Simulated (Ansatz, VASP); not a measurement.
# One calculation of Bi3O, two programs

File INCAR:

```
SYSTEM = Bi3O
ALGO = Normal
EDIFF = 1E-7
EDIFFG = -0.01
ENCUT = 600
GGA = PE
IBRION = 2
ISIF = 3
ISMEAR = 0
LASPH = .TRUE.
LCHARG = .FALSE.
LREAL = .FALSE.
LWAVE = .FALSE.
NELM = 60
NSW = 100
PREC = Accurate
SIGMA = 0.1
```

File KPOINTS:

```
k-points
0
G
  10 10 10
  0 0 0
```

File POSCAR:

```
Bi3O
1.0
    4.9723564327      0.0000000000      0.0000000000
    0.0000000000      4.9723564327      0.0000000000
    0.0000000000      0.0000000000      4.9723564327
Bi O
3 1
Direct
    0.0000000000      0.5000000000      0.5000000000
    0.5000000000      0.0000000000      0.5000000000
    0.5000000000      0.5000000000      0.0000000000
    0.5000000000      0.5000000000      0.5000000000
```

Input for Ansatz:

```yaml
crystal:
  lattice:
    - [4.9723564327, 0.0, 0.0]
    - [0.0, 4.9723564327, 0.0]
    - [0.0, 0.0, 4.9723564327]
  atoms:
    - { symbol: Bi, position: [0.0, 0.5, 0.5] }
    - { symbol: Bi, position: [0.5, 0.0, 0.5] }
    - { symbol: Bi, position: [0.5, 0.5, 0.0] }
    - { symbol: O, position: [0.5, 0.5, 0.5] }
basis:
  ecutwfc: 420
kpoints:
  mp_grid: { grid: [10, 10, 10] }
hamiltonian:
  xc: pbe
scf:
  occupations: { method: gaussian, width: 0.1 }
output:
  forces: true
  stress: true
  eigenvalues: true
  write_density: true
  write_potential: true
  elf: true
  volumetric_format: npy
relax:
  adjacent_minimum: "off"
  f_tol: 0.01
  max_steps: 80
  cell: { stress_tol: 0.05 }
```

Alike in both runs: task relaxation of cell and atoms; functional PBE; k mesh 10 × 10 × 10; occupations gaussian, width 0.1 eV; no spin polarisation.

|  | VASP | Ansatz |
| --- | --- | --- |
| version | VASP 6.6.1 | Ansatz 0.2.0 |
| potentials or method | VASP PAW PBE potentials, release 64 (Bi_d, O), cutoff 600 eV | scalar-relativistic, plane waves, PAW |
| valence electrons in the cell | 51 | 51 |

Ansatz gave:

- gap on the k mesh at the Fermi level, each at its own relaxed structure (eV): none
- relaxed volume (Å³/atom): 30.58
- relaxed cell length with the largest relative difference (Å): 4.964

Problem. Which values does VASP return?

Solution. gap on the k mesh at the Fermi level, each at its own relaxed structure (eV): none; relaxed volume (Å³/atom): 30.57; relaxed cell length with the largest relative difference (Å): 4.963.

A gap of «none» marks a metal or a gap that the smearing closes.

Spin-orbit coupling is off throughout.
